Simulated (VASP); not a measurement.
A run of VASP 6.6.1:

File INCAR:

```
SYSTEM = Ta
PREC = Accurate ; ENCUT = 520
EDIFF = 1E-6 ; ISMEAR = -1
SIGMA = 0.15 ; LREAL = .FALSE.
LASPH = .TRUE. ; NELM = 60
ALGO = Normal ; ISIF = 2
LWAVE = .FALSE. ; LCHARG = .FALSE.
GGA = PS ; NBANDS = 12
```

KPOINTS

```
Automatic mesh
0
G
  20 20 20
  0 0 0
```

The input POSCAR:

```
Ta
1.0
   -1.6069793635      1.6069793635      1.6069793635
    1.6069793635     -1.6069793635      1.6069793635
    1.6069793635      1.6069793635     -1.6069793635
Ta
1
Direct
    0.0000000000      0.0000000000      0.0000000000
```

Potentials or basis: VASP PAW PBE potentials, release 64 (Ta_pv).

The run is started by

```bash
$ cat potpaw_PBE.64/Ta_pv/POTCAR > POTCAR
$ mpirun -np 1 vasp_std > vasp.out
```

Hardware: 1 thread of AMD EPYC 9R45 96-Core Processor (Zen 5), with other jobs on the host.

Problem. How long does it take, and how much memory?

Solution. It took 22 s on 1 thread of AMD EPYC 9R45 96-Core Processor (Zen 5), on a shared host, peak memory 0.15 GiB. Counts: scf iterations 11, k points 256.
